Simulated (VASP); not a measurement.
# CoSi (P2_13) in VASP: a series of runs

Runs on CoSi. Level: PBEsol. Tasks: relaxation of the atoms, single point.

Program: VASP 6.6.1. These are calculated values, not measurements. Logs are shortened: lines on timing, memory, paths and dates and some standing lists are left out, and cuts for length are marked.

### 1 The cell of the first run

The structure is cubic, space group P2_13 (No. 198). The conventional cell has a = 4.296 Å, b = 4.296 Å, c = 4.296 Å, α = 90.00°, β = 90.00°, γ = 90.00°. Within 3.0 Å of Co (site symmetry 3) lie 7 Si at 2.25 to 2.35 Å and 6 Co at 2.64 Å. Si (site symmetry 3) has 7 Co at 2.25 to 2.35 Å and 6 Si at 2.66 Å within 3.0 Å.

### 2 Relaxation of the atoms, PBEsol (9.91 Å³/atom)

Contents of INCAR:

```
PREC = Accurate ; ENCUT = 520
EDIFF = 1E-6 ; ISMEAR = 0
SIGMA = 0.1 ; LREAL = F
LASPH = T ; NELM = 80
ALGO = Normal ; ISIF = 2
LWAVE = F ; LCHARG = F
GGA = PS ; IBRION = 2
NSW = 50 ; EDIFFG = -0.01
```

Contents of KPOINTS:

```
Automatic mesh
0
Gamma
  8 8 8
```

Contents of POSCAR:

```
CoSi
1.0
    4.2962937558      0.0000000000      0.0000000000
    0.0000000000      4.2962937558      0.0000000000
    0.0000000000      0.0000000000      4.2962937558
Co Si
4 4
Direct
    0.1465607871      0.1465607871      0.1465607871
    0.3534392129      0.8534392129      0.6465607871
    0.6465607871      0.3534392129      0.8534392129
    0.8534392129      0.6465607871      0.3534392129
    0.8436434922      0.8436434922      0.8436434922
    0.6563565078      0.1563565078      0.3436434922
    0.3436434922      0.6563565078      0.1563565078
    0.1563565078      0.3436434922      0.6563565078
```

Potentials or basis: VASP PAW PBE potentials, release 64 (Co, Si).

Started as:

```bash
cat potpaw_PBE.64/Co/POTCAR potpaw_PBE.64/Si/POTCAR > POTCAR
mpirun -np 1 vasp_std > vasp.out
```

OUTCAR:

```text
PREC = Accurate
   ENCUT = 520
   EDIFF = 1E-6
   ISMEAR = 0
   LREAL = F
   LASPH = T
   NELM = 80
   ISIF = 2
   GGA = PS
   IBRION = 2
   NSW = 50
   EDIFFG = -0.01

 ion  position               nearest neighbor table
   1  0.147  0.147  0.147-   5 2.25   6 2.27   7 2.27   8 2.27   7 2.35   8 2.35   6 2.35   3 2.64
                             4 2.64   2 2.64   2 2.64   4 2.64   3 2.64
   2  0.353  0.853  0.647-   6 2.25   5 2.27   8 2.27   7 2.27   7 2.35   8 2.35   5 2.35   1 2.64
                             1 2.64   3 2.64   3 2.64   4 2.64   4 2.64
   3  0.647  0.353  0.853-   7 2.25   5 2.27   8 2.27   6 2.27   8 2.35   6 2.35   5 2.35   1 2.64
                             4 2.64   2 2.64   2 2.64   4 2.64   1 2.64
   4  0.853  0.647  0.353-   8 2.25   7 2.27   6 2.27   5 2.27   6 2.35   5 2.35   7 2.35   1 2.64
                             3 2.64   2 2.64   1 2.64   2 2.64   3 2.64
   5  0.844  0.844  0.844-   1 2.25   2 2.27   3 2.27   4 2.27   3 2.35   4 2.35   2 2.35   6 2.66
                             7 2.66   8 2.66   6 2.66   8 2.66   7 2.66
   6  0.656  0.156  0.344-   2 2.25   1 2.27   4 2.27   3 2.27   3 2.35   4 2.35   1 2.35   8 2.66
                             5 2.66   5 2.66   7 2.66   7 2.66   8 2.66
   7  0.344  0.656  0.156-   3 2.25   1 2.27   4 2.27   2 2.27   4 2.35   2 2.35   1 2.35   8 2.66
                             5 2.66   8 2.66   6 2.66   6 2.66   5 2.66
   8  0.156  0.344  0.656-   4 2.25   3 2.27   2 2.27   1 2.27   2 2.35   1 2.35   3 2.35   7 2.66
                             5 2.66   7 2.66   5 2.66   6 2.66   6 2.66

  LATTYP: Found a simple cubic cell.
 ALAT       =     4.2962937558

  Lattice vectors:

 A1 = (   4.2962937558,   0.0000000000,   0.0000000000)
 A2 = (   0.0000000000,   4.2962937558,   0.0000000000)
 A3 = (   0.0000000000,   0.0000000000,   4.2962937558)

Analysis of symmetry for initial positions (statically):
=====================================================================
 Subroutine PRICEL returns:
 Original cell was already a primitive cell.

 Routine SETGRP: Setting up the symmetry group for a
 simple cubic supercell.

 Subroutine GETGRP returns: Found 12 space group operations
 (whereof  3 operations were pure point group operations)
 out of a pool of 48 trial point group operations.

The static configuration has the point symmetry C_3 .
 The point group associated with its full space group is T   .

Analysis of symmetry for dynamics (positions and initial velocities):
=====================================================================
 Subroutine PRICEL returns:
 Original cell was already a primitive cell.

 Routine SETGRP: Setting up the symmetry group for a
 simple cubic supercell.

 Subroutine GETGRP returns: Found 12 space group operations
 (whereof  3 operations were pure point group operations)
 out of a pool of 48 trial point group operations.

The dynamic configuration has the point symmetry C_3 .
 The point group associated with its full space group is T   .

 Subroutine INISYM returns: Found 12 space group operations
 (whereof  3 operations are pure point group operations),
 and found     1 'primitive' translations

----------------------------------------------------------------------------------------

                                     Primitive cell

  volume of cell :      79.3016

  direct lattice vectors                    reciprocal lattice vectors
     4.296293756  0.000000000  0.000000000     0.232758758  0.000000000  0.000000000
     0.000000000  4.296293756  0.000000000     0.000000000  0.232758758  0.000000000
     0.000000000  0.000000000  4.296293756     0.000000000  0.000000000  0.232758758

  length of vectors
     4.296293756  4.296293756  4.296293756     0.232758758  0.232758758  0.232758758

  position of ions in fractional coordinates (direct lattice)
     0.146560787  0.146560787  0.146560787
     0.353439213  0.853439213  0.646560787
     0.646560787  0.353439213  0.853439213
     0.853439213  0.646560787  0.353439213
     0.843643492  0.843643492  0.843643492
     0.656356508  0.156356508  0.343643492
     0.343643492  0.656356508  0.156356508
     0.156356508  0.343643492  0.656356508

  ion indices of the primitive-cell ions
   primitive index   ion index
                 1           1
                 2           2
                 3           3
                 4           4
                 5           5
                 6           6
                 7           7
                 8           8

----------------------------------------------------------------------------------------

 KPOINTS: Automatic mesh

Automatic generation of k-mesh.
 Grid dimensions read from file:
 generate k-points for:    8    8    8

 Generating k-lattice:

  Cartesian coordinates                     Fractional coordinates (reciprocal lattice)
     0.029094845  0.000000000  0.000000000     0.125000000  0.000000000  0.000000000
     0.000000000  0.029094845  0.000000000     0.000000000  0.125000000  0.000000000
     0.000000000  0.000000000  0.029094845     0.000000000  0.000000000  0.125000000

  Length of vectors
     0.029094845  0.029094845  0.029094845

  Shift w.r.t. Gamma in fractional coordinates (k-lattice)
     0.000000000  0.000000000  0.000000000

 Subroutine IBZKPT returns following result:
 ===========================================

 Found     45 irreducible k-points:

 Following reciprocal coordinates:
            Coordinates               Weight
  0.000000  0.000000  0.000000      1.000000
  0.125000  0.000000  0.000000      6.000000
  0.250000  0.000000  0.000000      6.000000
  0.375000  0.000000  0.000000      6.000000
  0.500000  0.000000  0.000000      3.000000
  0.125000  0.125000  0.000000     12.000000
[... 16 lines left out ...]
  0.250000  0.125000  0.125000     24.000000
  0.375000  0.125000  0.125000     24.000000
 [... further k-points ...]
   k-points           NKPTS =     45   k-points in BZ     NKDIM =     45   number of bands    NBANDS=     31
   number of dos      NEDOS =    301   number of ions     NIONS =      8
   total plane-waves  NPLWV =  32768
   dimension x,y,z NGX =    32 NGY =   32 NGZ =   32
   dimension x,y,z NGXF=    64 NGYF=   64 NGZF=   64
   ions per type =               4   4
   NGX,Y,Z   is equivalent  to a cutoff of  12.38, 12.38, 12.38 a.u.
   NGXF,Y,Z  is equivalent  to a cutoff of  24.76, 24.76, 24.76 a.u.
 SYSTEM =  unknown system
   PREC   = accura    normal or accurate (medium, high low for compatibility)
   ISTART =      0    job   : 0-new  1-cont  2-samecut
   ICHARG =      2    charge: 1-file 2-atom 10-const
   ISPIN  =      1    spin polarized calculation?
   LNONCOLLINEAR =      F non collinear calculations
   LSORBIT =      F    spin-orbit coupling
   LASPH  =      T    aspherical Exc in radial PAW
   ENCUT  =  520.0 eV  38.22 Ry    6.18 a.u.   7.99  7.99  7.99*2*pi/ulx,y,z
   NELM   =     80;   NELMIN=  2; NELMDL= -5     # of ELM steps
   EDIFF  = 0.1E-05   stopping-criterion for ELM
   LREAL  =      F    real-space projection
   EDIFFG = -.1E-01   stopping-criterion for IOM
   NSW    =     50    number of steps for IOM
   IBRION =      2    ionic relax: 0-MD 1-quasi-New 2-CG
   NFREE  =      1    steps in history (QN), initial steepest desc. (CG)
   ISIF   =      2    stress and relaxation
   ISYM   =      2    0-nonsym 1-usesym 2-fastsym
   POTIM  = 0.5000    time-step for ionic-motion
   TEBEG  =    0.0;   TEEND  =   0.0 temperature during run
   PSTRESS=    0.0 pullay stress
   NELECT =      52.0000    total number of electrons
   NUPDOWN=      -1.0000    fix difference up-down
   EMIN   =  10.00;   EMAX   =-10.00  energy-range for DOS
   EFERMI =   0.00;   METHOD = LEGACY
   ISMEAR =     0;   SIGMA  =   0.10  broadening in eV -4-tet -1-fermi 0-gaus
   EFERMI_NEDOS =   21; number of points for ismear=-14 and -15
   IALGO  =     38    algorithm
   IMIX   =      4    mixing-type and parameters
     AMIX     =   0.40;   BMIX     =  1.00
     AMIX_MAG =   1.60;   BMIX_MAG =  1.00
  volume/ion in A,a.u.               =       9.91        66.89
  Fermi-wavevector in a.u.,A,eV,Ry     =   1.422270  2.687700 27.522563  2.022851
  Thomas-Fermi vector in A             =   2.542991
   LORBIT       =      0    0 simple, 1 ext, 2 COOP (PROOUT), +10 PAW based schemes
   GGA     = PS    functional components
   LHFCALC =     F    Hartree Fock is set to
   AEXX    =    0.0000 exact exchange contribution
   IVDW    =     0    specifies the selected vdW correction
   LEPSILON=     F    determine dielectric tensor
   LRPA    =     F    only Hartree local field effects (RPA)
 conjugate gradient relaxation of ions
 non-spin polarized calculation
 Gauss-broadening in eV      SIGMA  =   0.10
  energy-cutoff  :      520.00
  volume of cell :       79.30
 maximum number of plane-waves:      2176
   NGX = 15   NGY = 15   NGZ = 15

--------------------------------------- Ionic step        1  -------------------------------------------

 number of electron      52.0000024 magnetization

 Free energy of the ion-electron system (eV)
  ---------------------------------------------------
  ext. energy  EPLUGINS =         0.00000000
  ---------------------------------------------------
  free energy    TOTEN  =       -59.56228163 eV

  energy without entropy =      -59.55671661  energy(sigma->0) =      -59.55949912

------------------------ aborting loop because EDIFF is reached ----------------------------------------

  FORCE on cell =-STRESS in cart. coord.  units (eV):
  Direction    XX          YY          ZZ          XY          YZ          ZX
  --------------------------------------------------------------------------------------
  -------------------------------------------------------------------------------------
  Total        8.7151220      8.7151220      8.7151220      0.0000000     -0.0000000      0.0000000
  in kB      176.0768048    176.0768048    176.0768048      0.0000000     -0.0000000      0.0000000
  external PRESSURE =     176.0768048 kB  Pullay stress =       0.0000000 kB
[... 153 lines left out ...]
  energy  without entropy=      -59.5578273556  energy(sigma->0) =      -59.56058781

--------------------------------------- Ionic step        5  -------------------------------------------

 number of electron      52.0000034 magnetization

 Free energy of the ion-electron system (eV)
  ---------------------------------------------------
  ext. energy  EPLUGINS =         0.00000000
  ---------------------------------------------------
  free energy    TOTEN  =       -59.56336979 eV

  energy without entropy =      -59.55784856  energy(sigma->0) =      -59.56060918

 E-fermi :  13.4829     XC(G=0): -13.4492

 val. band max:       13.4739065970   @ k =   0.5000   0.5000   0.3750
 cond. band min:      13.6292416821   @ k =   0.3750   0.3750   0.3750
 fundamental gap:      0.1553350851
 Fermi energy:        13.4829152991

 k-point     1 :       0.0000    0.0000    0.0000
  band No.  band energies     occupation
      1      -0.9922      2.00000
      2       4.8380      2.00000
      3       4.8380      2.00000
      4       4.8380      2.00000
      5       7.5280      2.00000
      6       7.5280      2.00000
[... 805 lines left out ...]
     30      15.7651      0.00000
     31      16.7066      0.00000

 [... further k-points ...]

------------------------ aborting loop because EDIFF is reached ----------------------------------------

  FORCE on cell =-STRESS in cart. coord.  units (eV):
  Direction    XX          YY          ZZ          XY          YZ          ZX
  --------------------------------------------------------------------------------------
  -------------------------------------------------------------------------------------
  Total        8.6415437      8.6415437      8.6415437      0.0000000     -0.0000000      0.0000000
  in kB      174.5902595    174.5902595    174.5902595      0.0000000     -0.0000000      0.0000000
  external PRESSURE =     174.5902595 kB  Pullay stress =       0.0000000 kB
[... 23 lines left out ...]
  FREE ENERGIE OF THE ION-ELECTRON SYSTEM (eV)
  ---------------------------------------------------
  free  energy   TOTEN  =       -59.5633697873 eV

  energy  without entropy=      -59.5578485639  energy(sigma->0) =      -59.56060918

 reached required accuracy - stopping structural energy minimisation
```

Wall time 3.8 min (1 thread of Intel Xeon 8259CL, shared host); peak memory 0.23 GiB.

Results:

```
Free energy               : -59.5634 eV
Energy gained by relaxing : 0.1 meV/atom
Ionic steps               : 5
Pressure after relaxing   : 17.5 GPa
Band gap on the k mesh    : zero (bands 26 and 27 overlap by 0.25 eV)
```

The path:
| step | energy change (eV) | largest force (eV/Å) | pressure (GPa) |
| --- | --- | --- | --- |
| 1 | 0.0000 | 0.0718 | 17.61 |
| 2 | -0.0009 | 0.0307 | 17.55 |
| 3 | -0.0011 | 0.0138 | 17.49 |
| 4 | -0.0011 | 0.0115 | 17.47 |
| 5 | -0.0011 | 0.0016 | 17.46 |

Final structure:
```yaml
crystal:
  lattice:
    - [4.29629, 0.00000, 0.00000]
    - [0.00000, 4.29629, 0.00000]
    - [0.00000, 0.00000, 4.29629]
  atoms:
    - { symbol: Co, position: [0.14735, 0.14735, 0.14735] }
    - { symbol: Co, position: [0.35265, 0.85265, 0.64735] }
    - { symbol: Co, position: [0.64735, 0.35265, 0.85265] }
    - { symbol: Co, position: [0.85265, 0.64735, 0.35265] }
    - { symbol: Si, position: [0.84402, 0.84402, 0.84402] }
    - { symbol: Si, position: [0.65598, 0.15598, 0.34402] }
    - { symbol: Si, position: [0.34402, 0.65598, 0.15598] }
    - { symbol: Si, position: [0.15598, 0.34402, 0.65598] }
```

Levels at points of the mesh, in eV from the Fermi level:
```
           k point  band 22  band 23  band 24  band 25  band 26  band 27  band 28  band 29  band 30  band 31
(0.00, 0.00, 0.00)    -1.05    -0.90    -0.90    -0.01    -0.01    -0.01     2.94     2.94     2.94     3.19
(0.50, 0.00, 0.00)    -1.20    -0.73    -0.73    -0.57    -0.57     1.12     1.12     1.81     1.81     4.59
(0.50, 0.50, 0.00)    -1.69    -1.14    -1.14    -0.06    -0.06     0.69     0.69     2.37     2.37     2.83
(0.50, 0.50, 0.50)    -1.42    -1.42    -1.42    -0.26    -0.26    -0.26    -0.26     6.05     6.05     6.05
```

Caveat: the PAW data sets were made with another functional, which shifts forces and pressure a little. Spin polarisation is off, so any magnetic state and its effect on volume and gap are missing.

### 3 Single point, PBEsol

This run uses another cell than the first one: it holds 16 atoms, not 8.

Contents of INCAR:

```
  ALGO = Fast
  EDIFF = 1E-6
  ENCUT = 520
  GGA = PS
  ISIF = 2
  ISMEAR = 0
  LASPH = T
  LCHARG = F
  LREAL = Auto
  LWAVE = F
  NBANDS = 66
  NELM = 100
  PREC = Accurate
  SIGMA = 0.15
```

Contents of KPOINTS:

```
k-points
0
Gamma
  9 9 5
```

Contents of POSCAR:

```
CoSi
1.0
    0.0000000000     -4.3858255181      0.0000000000
    0.0000000000      0.0000000000     -4.3858255181
    8.7716510362      0.0000000000      0.0000000000
Co Si
8 8
Direct
    0.8543553236      0.8543553236      0.0728223382
    0.8543553236      0.8543553236      0.5728223382
    0.1456446764      0.3543553236      0.1771776618
    0.1456446764      0.3543553236      0.6771776618
    0.6456446764      0.1456446764      0.3228223382
    0.6456446764      0.1456446764      0.8228223382
    0.3543553236      0.6456446764      0.4271776618
    0.3543553236      0.6456446764      0.9271776618
    0.1566711500      0.1566711500      0.4216644250
    0.1566711500      0.1566711500      0.9216644250
    0.8433288500      0.6566711500      0.3283355750
    0.8433288500      0.6566711500      0.8283355750
    0.3433288500      0.8433288500      0.1716644250
    0.3433288500      0.8433288500      0.6716644250
    0.6566711500      0.3433288500      0.0783355750
    0.6566711500      0.3433288500      0.5783355750
```

Potentials or basis: VASP PAW PBE potentials, release 64 (Co, Si).

Started as:

```bash
cat potpaw_PBE.64/Co/POTCAR potpaw_PBE.64/Si/POTCAR > POTCAR
mpirun -np 1 vasp_std > vasp.out
```

Run time: 67 min. Hardware: 1 thread of Oxide Virtual Turin-like, shared host; peak memory 0.6 GiB.

It converged, with:

```
Free energy            : -119.6656 eV
Pressure               : 0.1 GPa
Largest force          : 0.006 eV/Å
Band gap on the k mesh : zero (bands 52 and 53 overlap by 0.09 eV)
```

Forces in eV/Å, atoms in the order of the input:
```
Co   0.004  0.003  0.003
Co   0.004  0.003  0.003
Co  -0.004 -0.003  0.003
Co  -0.004 -0.003  0.003
Co   0.004 -0.003 -0.003
Co   0.004 -0.003 -0.003
Co  -0.004  0.003 -0.003
Co  -0.004  0.003 -0.003
Si  -0.001 -0.001 -0.001
Si  -0.001 -0.001 -0.001
Si   0.001  0.001 -0.001
Si   0.001  0.001 -0.001
Si  -0.001  0.001  0.001
Si  -0.001  0.001  0.001
Si   0.001 -0.001  0.001
Si   0.001 -0.001  0.001
```

Levels at points of the mesh, in eV from the Fermi level:
| k point | band 50 | band 51 | band 52 | band 53 | band 54 | band 55 |
| --- | --- | --- | --- | --- | --- | --- |
| (0.00, 0.00, 0.00) | -0.54 | -0.04 | -0.04 | -0.04 | 1.01 | 1.01 |

Caveat: the PAW data sets were made with another functional, which shifts forces and pressure a little.

The gap in the log of VASP goes by the Fermi energy; the results here count the filled bands.